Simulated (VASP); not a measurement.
Crystal: Ca.

```
CELL_PARAMETERS angstrom
-2.24000 2.24000 2.24000
2.24000 -2.24000 2.24000
2.24000 2.24000 -2.24000
ATOMIC_POSITIONS crystal
Ca 0.00000 0.00000 0.00000
```

| Item | Value |
| --- | --- |
| Program | VASP 6.6.1 |
| Task | relaxation of cell and atoms |
| Functional | r2SCAN |
| Potentials or basis | VASP PAW PBE potentials, release 64 (Ca_sv) |
| Cutoff | 600 eV |
| k mesh | 14 × 14 × 14 |
| Occupations | gaussian, width 0.1 eV |
| Spin | no spin polarisation |

At the start: pressure -0.6 GPa; volume 44.96 Å³/atom.

Question: How do energy, volume and symmetry change on relaxing?

Answer: Over 3 steps the energy falls by 2.6 meV/atom and the volume is 43.53 Å³/atom (-3.2 %); space group Im-3m (No. 229, to 0.05 Å).

Step by step:
```tsv
step	energy change (eV)	largest force (eV/Å)	pressure (GPa)	volume (Å³)
1	0.0000	0.0000	-0.55	44.96
2	-0.0023	0.0000	-0.18	43.95
3	-0.0026	0.0000	-0.01	43.53
```

Final structure:
```
Ca
1.0
    -2.21598    2.21598    2.21598
     2.21598   -2.21598    2.21598
     2.21598    2.21598   -2.21598
Ca
1
Direct
  0.00000 0.00000 0.00000
```

Caveat: the PAW data sets were made with another functional, which shifts forces and pressure a little.
